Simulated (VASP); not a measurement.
TiAl:

```
Ti Al
1.0
     2.86726    0.00000    0.00000
    -1.43363    2.48312    0.00000
     0.00000    0.00000    4.67808
Ti Al
1 1
Direct
  0.00000 0.00000 0.00000
  0.33333 0.66667 0.50000
```

```yaml
Program: VASP 6.6.1
Task: relaxation of cell and atoms
Functional: LDA
Potentials_or_basis: VASP PAW LDA potentials, release 64 (Ti_sv, Al)
Cutoff: 600 eV
k_mesh: 15 × 15 × 8
Occupations: gaussian, width 0.1 eV
Spin: no spin polarisation
```

At the start: pressure -6.1 GPa; volume 16.65 Å³/atom.

Task: How do energy, volume and symmetry change on relaxing?

Result: Over 8 steps the energy falls by 18.7 meV/atom and the volume is 15.71 Å³/atom (-5.6 %); space group P-6m2 (No. 187, to 0.1 Å) before and after.

Step by step:
```
step  energy change (eV)  largest force (eV/Å)  pressure (GPa)  volume (Å³)
   1              0.0000                0.0000           -6.10        33.31
   2             -0.0219                0.0000            4.52        30.34
   3             -0.0373                0.0000           -0.04        31.45
   4             -0.0373                0.0000            0.09        31.42
   5             -0.0374                0.0000            0.10        31.40
   6             -0.0374                0.0000            0.12        31.39
   7             -0.0374                0.0000           -0.07        31.45
   8             -0.0375                0.0000           -0.01        31.43
```

Final structure:
```
CELL_PARAMETERS angstrom
2.81167 0.00000 0.00000
-1.40584 2.43498 0.00000
0.00000 0.00000 4.59039
ATOMIC_POSITIONS crystal
Ti 0.00000 0.00000 0.00000
Al 0.33333 0.66667 0.50000
```
